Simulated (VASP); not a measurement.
Wanted: the native input for a VASP 6.6.1 run.

* Task: single point
* Functional: LDA
* Potentials or basis: VASP PAW LDA potentials, release 64 (Sc_sv, In_d, C)
* Cutoff: 520 eV
* k mesh: 5 × 5 × 5
* Occupations: fermi-dirac, width 0.01 eV
* Spin: no spin polarisation
* Dipole correction: no
* Further INCAR settings: ALGO = Normal; EDIFF = 1e-06; NBANDS = 33

The structure of Sc3InC lies in POSCAR:

```
Sc3InC
1.0
    4.5907160075      0.0000000000      0.0000000000
    0.0000000000      4.5907160075      0.0000000000
    0.0000000000      0.0000000000      4.5907160075
Sc In C
3 1 1
Direct
    0.5000000000      0.0000000000      0.5000000000
    0.0000000000      0.5000000000      0.5000000000
    0.5000000000      0.5000000000      0.0000000000
    0.0000000000      0.0000000000      0.0000000000
    0.5000000000      0.5000000000      0.5000000000
```

These files were run (other wordings do the same):

INCAR

```
ALGO = Normal
EDIFF = 1E-6
ENCUT = 520
ISIF = 2
ISMEAR = -1
LASPH = T
LCHARG = T
LELF = T
LREAL = F
LVHAR = T
LWAVE = F
NBANDS = 33
NELM = 60
PREC = Accurate
SIGMA = 0.01
```

KPOINTS

```
k-points
0
Gamma
  5 5 5
```

Potentials or basis: VASP PAW LDA potentials, release 64 (Sc_sv, In_d, C).

Launch:

```bash
$ cat potpaw_LDA.64/Sc_sv/POTCAR potpaw_LDA.64/In_d/POTCAR potpaw_LDA.64/C/POTCAR > POTCAR
$ mpirun -np 1 vasp_std > vasp.out
```

Results of the run:

```yaml
Pressure: -8.1 GPa
Band_gap_on_the_k_mesh: zero (band 25 reaches 4.96 eV, above the bottom of band 26 at 4.89 eV)
```

Caveat: spin-orbit coupling is left out, which moves the levels of the heavy elements.

Wall time 26 s on 1 thread of Intel(R) Xeon(R) Platinum 8375C CPU @ 2.90GHz (Ice Lake), with other jobs on the host, peak memory 0.18 GiB.
